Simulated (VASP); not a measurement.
# Al5BN6 (P4/mmm) in VASP: single point with PBE

Aim: the single point of Al5BN6 with PBE.

Program: VASP 6.6.1. These are calculated values, not measurements. Logs are shortened: lines on timing, memory, paths and dates and some standing lists are left out, and cuts for length are marked.

**1. The cell of the first run**

Symmetry: P4/mmm, No. 123, tetragonal system. Conventional cell: a = 2.853 Å, b = 2.853 Å, c = 11.838 Å, α = 90.00°, β = 90.00°, γ = 90.00°. Al (site symmetry 4mm) has 6 N at 1.83 to 2.04 Å within 2.4 Å. Within 2.7 Å of Al (site symmetry 4mm) lie 6 N at 2.02 to 2.08 Å. Al (site symmetry 4/mmm) has 6 N at 2.02 to 2.05 Å within 2.7 Å. Within 2.4 Å of B (site symmetry 4/mmm) lie 6 N at 1.78 to 2.02 Å. Within 2.4 Å of N (site symmetry 4/mmm) lie 2 Al at 1.83 Å and 4 B at 2.02 Å. N (site symmetry 4mm) has 1 B at 1.78 Å and 5 Al at 2.02 to 2.08 Å within 2.4 Å. Within 2.7 Å of N (site symmetry 4mm) lie 6 Al at 2.02 to 2.05 Å. Within 2.7 Å of N (site symmetry 4/mmm) lie 6 Al at 2.02 to 2.05 Å.

**2. Single point, PBE**

INCAR

```
PREC = Accurate
ENCUT = 520
EDIFF = 1E-7
ISMEAR = 0
SIGMA = 0.02
LREAL = F
LASPH = T
NELM = 100
ALGO = Normal
ISIF = 2
LWAVE = F
LCHARG = F
GGA = PE
NBANDS = 36
```

KPOINTS

```
regular mesh
0
Gamma
  10 10 4
```

POSCAR

```
Al5BN6
1.0
    2.8527942652      0.0000000000      0.0000000000
    0.0000000000      2.8527942652      0.0000000000
    0.0000000000      0.0000000000     11.8384346510
Al B N
5 1 6
Direct
    0.0000000000      0.0000000000      0.8455256501
    0.0000000000      0.0000000000      0.1544743499
    0.5000000000      0.5000000000      0.3264916663
    0.0000000000      0.0000000000      0.5000000000
    0.5000000000      0.5000000000      0.6735083337
    0.5000000000      0.5000000000      0.0000000000
    0.0000000000      0.0000000000      0.0000000000
    0.5000000000      0.5000000000      0.1506854243
    0.0000000000      0.0000000000      0.3271432593
    0.5000000000      0.5000000000      0.5000000000
    0.0000000000      0.0000000000      0.6728567407
    0.5000000000      0.5000000000      0.8493145757
```

Potentials or basis: VASP PAW PBE potentials, release 64 (Al, B, N).

On the command line:

```
$ cat potpaw_PBE.64/Al/POTCAR potpaw_PBE.64/B/POTCAR potpaw_PBE.64/N/POTCAR > POTCAR
$ mpirun -np 1 vasp_std > vasp.out
```

OUTCAR:

```text
PREC = Accurate
   ENCUT = 520
   EDIFF = 1E-7
   ISMEAR = 0
   LREAL = F
   LASPH = T
   NELM = 100
   ISIF = 2
   GGA = PE

 ion  position               nearest neighbor table
   1  0.000  0.000  0.846-   7 1.83  12 2.02  12 2.02  12 2.02  12 2.02  11 2.04   6 2.72   6 2.72
                             6 2.72   6 2.72   5 2.87   5 2.87   5 2.87   5 2.87
   2  0.000  0.000  0.154-   7 1.83   8 2.02   8 2.02   8 2.02   8 2.02   9 2.04   6 2.72   6 2.72
                             6 2.72   6 2.72   3 2.87   3 2.87   3 2.87   3 2.87
   3  0.500  0.500  0.326-   9 2.02   9 2.02   9 2.02   9 2.02  10 2.05   8 2.08   2 2.87   2 2.87
                             2 2.87   2 2.87   4 2.88   4 2.88   4 2.88   4 2.88
   4  0.000  0.000  0.500-  10 2.02  10 2.02  10 2.02  10 2.02  11 2.05   9 2.05   5 2.88   5 2.88
                             3 2.88   5 2.88   3 2.88   3 2.88   5 2.88   3 2.88
   5  0.500  0.500  0.674-  11 2.02  11 2.02  11 2.02  11 2.02  10 2.05  12 2.08   1 2.87   1 2.87
                             1 2.87   1 2.87   4 2.88   4 2.88   4 2.88   4 2.88
   6  0.500  0.500  0.000-   8 1.78  12 1.78   1 2.72   2 2.72   1 2.72   2 2.72   1 2.72   2 2.72
                             1 2.72   2 2.72
   7  0.000  0.000  0.000-   1 1.83   2 1.83
   8  0.500  0.500  0.151-   6 1.78   2 2.02   2 2.02   2 2.02   2 2.02   3 2.08
   9  0.000  0.000  0.327-   3 2.02   3 2.02   3 2.02   3 2.02   2 2.04   4 2.05
  10  0.500  0.500  0.500-   4 2.02   4 2.02   4 2.02   4 2.02   5 2.05   3 2.05
  11  0.000  0.000  0.673-   5 2.02   5 2.02   5 2.02   5 2.02   1 2.04   4 2.05
  12  0.500  0.500  0.849-   6 1.78   1 2.02   1 2.02   1 2.02   1 2.02   5 2.08

  LATTYP: Found a simple tetragonal cell.
 ALAT       =     2.8527942652
 C/A-ratio  =     4.1497681047

  Lattice vectors:

 A1 = (   2.8527942652,   0.0000000000,   0.0000000000)
 A2 = (   0.0000000000,   2.8527942652,   0.0000000000)
 A3 = (   0.0000000000,   0.0000000000,  11.8384346510)

Analysis of symmetry for initial positions (statically):
=====================================================================
 Subroutine PRICEL returns:
 Original cell was already a primitive cell.

 Routine SETGRP: Setting up the symmetry group for a
 simple tetragonal supercell.

 Subroutine GETGRP returns: Found 16 space group operations
 (whereof 16 operations were pure point group operations)
 out of a pool of 16 trial point group operations.

The static configuration has the point symmetry D_4h.

Analysis of symmetry for dynamics (positions and initial velocities):
=====================================================================
 Subroutine PRICEL returns:
 Original cell was already a primitive cell.

 Routine SETGRP: Setting up the symmetry group for a
 simple tetragonal supercell.

 Subroutine GETGRP returns: Found 16 space group operations
 (whereof 16 operations were pure point group operations)
 out of a pool of 16 trial point group operations.

The dynamic configuration has the point symmetry D_4h.

 Subroutine INISYM returns: Found 16 space group operations
 (whereof 16 operations are pure point group operations),
 and found     1 'primitive' translations

----------------------------------------------------------------------------------------

                                     Primitive cell

  volume of cell :      96.3463

  direct lattice vectors                    reciprocal lattice vectors
     2.852794265  0.000000000  0.000000000     0.350533515  0.000000000  0.000000000
     0.000000000  2.852794265  0.000000000     0.000000000  0.350533515  0.000000000
     0.000000000  0.000000000 11.838434651     0.000000000  0.000000000  0.084470627

  length of vectors
     2.852794265  2.852794265 11.838434651     0.350533515  0.350533515  0.084470627

  position of ions in fractional coordinates (direct lattice)
     0.000000000  0.000000000  0.845525650
     0.000000000  0.000000000  0.154474350
     0.500000000  0.500000000  0.326491666
     0.000000000  0.000000000  0.500000000
     0.500000000  0.500000000  0.673508334
     0.500000000  0.500000000  0.000000000
     0.000000000  0.000000000  0.000000000
     0.500000000  0.500000000  0.150685424
     0.000000000  0.000000000  0.327143259
     0.500000000  0.500000000  0.500000000
     0.000000000  0.000000000  0.672856741
     0.500000000  0.500000000  0.849314576

[... 27 lines left out ...]
     0.000000000  0.035053351  0.000000000     0.000000000  0.100000000  0.000000000
     0.000000000  0.000000000  0.021117657     0.000000000  0.000000000  0.250000000

  Length of vectors
     0.035053351  0.035053351  0.021117657

  Shift w.r.t. Gamma in fractional coordinates (k-lattice)
     0.000000000  0.000000000  0.000000000

 Subroutine IBZKPT returns following result:
 ===========================================

 Found     63 irreducible k-points:

 Following reciprocal coordinates:
            Coordinates               Weight
  0.000000  0.000000  0.000000      1.000000
  0.100000  0.000000  0.000000      4.000000
  0.200000  0.000000  0.000000      4.000000
  0.300000  0.000000  0.000000      4.000000
  0.400000  0.000000  0.000000      4.000000
  0.500000  0.000000  0.000000      2.000000
[... 16 lines left out ...]
  0.100000  0.000000  0.250000      8.000000
  0.200000  0.000000  0.250000      8.000000
 [... further k-points ...]
   k-points           NKPTS =     63   k-points in BZ     NKDIM =     63   number of bands    NBANDS=     36
   number of dos      NEDOS =    301   number of ions     NIONS =     12
   total plane-waves  NPLWV =  51840
   dimension x,y,z NGX =    24 NGY =   24 NGZ =   90
   dimension x,y,z NGXF=    48 NGYF=   48 NGZF=  180
   ions per type =               5   1   6
   NGX,Y,Z   is equivalent  to a cutoff of  13.99, 13.99, 12.64 a.u.
   NGXF,Y,Z  is equivalent  to a cutoff of  27.97, 27.97, 25.28 a.u.
 SYSTEM =  unknown system
   PREC   = accura    normal or accurate (medium, high low for compatibility)
   ISTART =      0    job   : 0-new  1-cont  2-samecut
   ICHARG =      2    charge: 1-file 2-atom 10-const
   ISPIN  =      1    spin polarized calculation?
   LNONCOLLINEAR =      F non collinear calculations
   LSORBIT =      F    spin-orbit coupling
   LASPH  =      T    aspherical Exc in radial PAW
   ENCUT  =  520.0 eV  38.22 Ry    6.18 a.u.   5.30  5.30 22.01*2*pi/ulx,y,z
   NELM   =    100;   NELMIN=  2; NELMDL= -5     # of ELM steps
   EDIFF  = 0.1E-06   stopping-criterion for ELM
   LREAL  =      F    real-space projection
   EDIFFG = 0.1E-05   stopping-criterion for IOM
   NSW    =      0    number of steps for IOM
   IBRION =     -1    ionic relax: 0-MD 1-quasi-New 2-CG
   NFREE  =      0    steps in history (QN), initial steepest desc. (CG)
   ISIF   =      2    stress and relaxation
   ISYM   =      2    0-nonsym 1-usesym 2-fastsym
   POTIM  = 0.5000    time-step for ionic-motion
   TEBEG  =    0.0;   TEEND  =   0.0 temperature during run
   PSTRESS=    0.0 pullay stress
   NELECT =      48.0000    total number of electrons
   NUPDOWN=      -1.0000    fix difference up-down
   EMIN   =  10.00;   EMAX   =-10.00  energy-range for DOS
   EFERMI =   0.00;   METHOD = LEGACY
   ISMEAR =     0;   SIGMA  =   0.02  broadening in eV -4-tet -1-fermi 0-gaus
   EFERMI_NEDOS =   21; number of points for ismear=-14 and -15
   IALGO  =     38    algorithm
   IMIX   =      4    mixing-type and parameters
     AMIX     =   0.40;   BMIX     =  1.00
     AMIX_MAG =   1.60;   BMIX_MAG =  1.00
  volume/ion in A,a.u.               =       8.03        54.18
  Fermi-wavevector in a.u.,A,eV,Ry     =   1.297807  2.452500 22.916341  1.684304
  Thomas-Fermi vector in A             =   2.429176
   LORBIT       =      0    0 simple, 1 ext, 2 COOP (PROOUT), +10 PAW based schemes
   GGA     = PE    functional components
   LHFCALC =     F    Hartree Fock is set to
   AEXX    =    0.0000 exact exchange contribution
   IVDW    =     0    specifies the selected vdW correction
   LEPSILON=     F    determine dielectric tensor
   LRPA    =     F    only Hartree local field effects (RPA)
 non-spin polarized calculation
 Gauss-broadening in eV      SIGMA  =   0.02
  energy-cutoff  :      520.00
  volume of cell :       96.35
 maximum number of plane-waves:      2628
 NGX is ok and might be reduce to    24
   NGX = 11   NGY = 11   NGZ = 45

 number of electron      47.9999990 magnetization

 Free energy of the ion-electron system (eV)
  ---------------------------------------------------
  ext. energy  EPLUGINS =         0.00000000
  ---------------------------------------------------
  free energy    TOTEN  =       -85.53413779 eV

  energy without entropy =      -85.53413779  energy(sigma->0) =      -85.53413779

 E-fermi :  10.0125     XC(G=0): -12.3109

 val. band max:        9.8566865033   @ k =   0.3000   0.0000   0.0000
 cond. band min:      12.3296126323   @ k =   0.5000   0.5000   0.0000
 fundamental gap:      2.4729261290
 Fermi energy:        10.0124660982

 k-point     1 :       0.0000    0.0000    0.0000
  band No.  band energies     occupation
      1      -8.2846      2.00000
      2      -7.5498      2.00000
      3      -7.4627      2.00000
      4      -5.6247      2.00000
      5      -5.3273      2.00000
      6      -3.3729      2.00000
[... 925 lines left out ...]
     35      19.0489      0.00000
     36      19.5769      0.00000

 [... further k-points ...]

------------------------ aborting loop because EDIFF is reached ----------------------------------------

  FORCE on cell =-STRESS in cart. coord.  units (eV):
  Direction    XX          YY          ZZ          XY          YZ          ZX
  --------------------------------------------------------------------------------------
  -------------------------------------------------------------------------------------
  Total       -0.1668913     -0.1668913     -0.1201310      0.0000000      0.0000000     -0.0000000
  in kB       -2.7752952     -2.7752952     -1.9977018      0.0000000      0.0000000     -0.0000000
  external PRESSURE =      -2.5160974 kB  Pullay stress =       0.0000000 kB

 VOLUME and BASIS-vectors are now :
 -----------------------------------------------------------------------------
  energy-cutoff  :      520.00
  volume of cell :       96.35
      direct lattice vectors                 reciprocal lattice vectors
     2.852794265  0.000000000  0.000000000     0.350533515  0.000000000  0.000000000
     0.000000000  2.852794265  0.000000000     0.000000000  0.350533515  0.000000000
     0.000000000  0.000000000 11.838434651     0.000000000  0.000000000  0.084470627

 POSITION                                       TOTAL-FORCE (eV/Angst)
 -----------------------------------------------------------------------------------
      0.00000      0.00000     10.00970        -0.000000     -0.000000     -0.006294
      0.00000      0.00000      1.82873        -0.000000     -0.000000      0.006294
      1.42640      1.42640      3.86515        -0.000000      0.000000     -0.000408
      0.00000      0.00000      5.91922        -0.000000     -0.000000      0.000000
      1.42640      1.42640      7.97328         0.000000      0.000000      0.000408
      1.42640      1.42640      0.00000        -0.000000     -0.000000      0.000000
      0.00000      0.00000      0.00000        -0.000000     -0.000000      0.000000
      1.42640      1.42640      1.78388         0.000000      0.000000      0.009452
      0.00000      0.00000      3.87286        -0.000000     -0.000000     -0.003093
      1.42640      1.42640      5.91922        -0.000000     -0.000000      0.000000
      0.00000      0.00000      7.96557        -0.000000     -0.000000      0.003093
      1.42640      1.42640     10.05456        -0.000000     -0.000000     -0.009452
 -----------------------------------------------------------------------------------
    total drift:                                0.000000     -0.000000      0.000000

  FREE ENERGIE OF THE ION-ELECTRON SYSTEM (eV)
  ---------------------------------------------------
  free  energy   TOTEN  =       -85.5341377923 eV

  energy  without entropy=      -85.5341377923  energy(sigma->0) =      -85.53413779
```

Wall time 4.4 min (1 thread of Intel Xeon Platinum 8375C at 2.90GHz (Ice Lake), shared host); peak memory 0.32 GiB.

What came out:

* Free energy: -85.5341 eV
* Pressure: -0.3 GPa
* Largest force: 0.009 eV/Å
* Band gap on the k mesh: 2.47 eV (least direct gap 2.72 eV)

Forces on the atoms (eV/Å):
```
Al   0.000  0.000 -0.006
Al   0.000  0.000  0.006
Al   0.000  0.000  0.000
Al   0.000  0.000  0.000
Al   0.000  0.000  0.000
B    0.000  0.000  0.000
N    0.000  0.000  0.000
N    0.000  0.000  0.009
N    0.000  0.000 -0.003
N    0.000  0.000  0.000
N    0.000  0.000  0.003
N    0.000  0.000 -0.009
```

Stress tensor (GPa, compression positive):
```
-0.28  0.00  0.00
 0.00 -0.28  0.00
 0.00  0.00 -0.20
```

A k mesh can miss the band edges.
